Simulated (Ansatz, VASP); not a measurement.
## Rh in VASP and in Ansatz

```
CELL_PARAMETERS angstrom
2.72910 0.00000 0.00000
-1.36455 2.36347 0.00000
0.00000 0.00000 8.02930
ATOMIC_POSITIONS crystal
Rh 0.00000 0.00000 0.00000
Rh 0.33333 0.66667 0.25000
Rh 0.00000 0.00000 0.50000
Rh 0.66667 0.33333 0.75000
```

Alike in both runs: task single point; functional PBEsol; k mesh 18 × 18 × 6; occupations gaussian, width 0.15 eV; no spin polarisation.

```csv
,VASP,Ansatz
version,VASP 6.6.1,Ansatz 0.2.0
potentials or method,"VASP PAW PBE potentials, release 64 (Rh_pv), cutoff 520 eV","scalar-relativistic, plane waves, PAW"
valence electrons in the cell,60,68
```

|  | VASP | Ansatz | Ansatz less VASP |
| --- | --- | --- | --- |
| gap on the k mesh at the Fermi level (eV) | none | none | - |
| pressure (GPa) | 18.7 | 18.9 | +0.14 |
| traceless stress, the component that is largest in VASP (GPa) | 27.26 | 27.30 | +0.037 |

VASP's potentials were made for PBE, not for PBEsol, and Ansatz warns of the same on its side. A gap of «none» marks a metal or a gap that the smearing closes. The functional is the same, so the differences come from potentials, cutoffs and numerics. VASP's potentials hold 60 valence electrons a cell and Ansatz's 68, so a difference there can come from the potentials and not from the codes.
